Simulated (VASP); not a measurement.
Set up this calculation in VASP 6.6.1, as the native input.

```yaml
Task: single point
Functional: r2SCAN
Potentials_or_basis: VASP PAW PBE potentials, release 64 (Ge_d)
Cutoff: 520 eV
k_mesh: 8 × 8 × 8
Occupations: fermi-dirac, width 0.02 eV
Spin: no spin polarisation
Dipole_correction: no
Further_INCAR_settings: ALGO = Normal; EDIFF = 1e-06; NBANDS = 21
```

The system is Ge.

```xyz
2
Lattice="0.0051 2.8369 2.8369 2.8369 0.0051 2.8369 2.8420 2.8420 0.0000" Properties=species:S:1:pos:R:3 pbc="T T T"
Ge    0.0000    0.0000    0.0013
Ge    1.4210    1.4210    1.4172
```

This cell differs from its parent crystal: shear xy strain +0.4%.

The input as run:

POSCAR

```
Ge
1.0
    0.0051063723      2.8368735121      2.8368735121
    2.8368735121      0.0051063723      2.8368735121
    2.8419798844      2.8419798844      0.0000000000
Ge
2
Direct
    0.0002226909      0.0002226909     -0.0002226909
    0.2497773091      0.2497773091      0.2502226909
```

INCAR.step1

```
ALGO     = Normal         # electronic algorithm
EDIFF    = 1E-4           # SCF threshold, eV
ENCUT    = 520            # plane-wave cutoff, eV
GGA      = PE             # functional
ISMEAR   = -1             # smearing method
LASPH    = T              # aspherical terms in the spheres
LCHARG   = F              # write CHGCAR
LREAL    = F              # projectors in reciprocal space
LWAVE    = T              # write WAVECAR
NBANDS   = 21             # bands
NELM     = 60             # most SCF steps
PREC     = Accurate       # precision mode
SIGMA    = 0.02           # smearing width, eV
```

INCAR.step2

```
ALGO     = Normal         # electronic algorithm
EDIFF    = 1E-6           # SCF threshold, eV
ENCUT    = 520            # plane-wave cutoff, eV
ISIF     = 2              # what is computed and relaxed
ISMEAR   = -1             # smearing method
ISTART   = 1            
LASPH    = T              # aspherical terms in the spheres
LCHARG   = F              # write CHGCAR
LMIXTAU  = T            
LREAL    = F              # projectors in reciprocal space
LWAVE    = F              # write WAVECAR
METAGGA  = R2SCAN         # meta-GGA
NBANDS   = 21             # bands
NELM     = 60             # most SCF steps
PREC     = Accurate       # precision mode
SIGMA    = 0.02           # smearing width, eV
```

KPOINTS

```
k-points
0
Gamma
  8 8 8
```

Potentials or basis: VASP PAW PBE potentials, release 64 (Ge_d).

Command:

```bash
$ cat potpaw_PBE.64/Ge_d/POTCAR > POTCAR
$ cp INCAR.step1 INCAR
$ mpirun -np 1 vasp_std > vasp.out
$ cp INCAR.step2 INCAR
$ mpirun -np 1 vasp_std > vasp.out
```

It gave:

| Property | Result |
| --- | --- |
| Pressure | 0.0 GPa |
| Band gap on the k mesh | 0.31 eV, direct |

Caveat: the cell differs from its parent crystal (shear xy strain +0.4%); the PAW data sets were made with another functional, which shifts forces and pressure a little.

Run time: 4.9 min on 1 thread of Intel(R) Xeon(R) Platinum 8375C CPU @ 2.90GHz (Ice Lake) (shared host), peak memory 0.21 GiB.
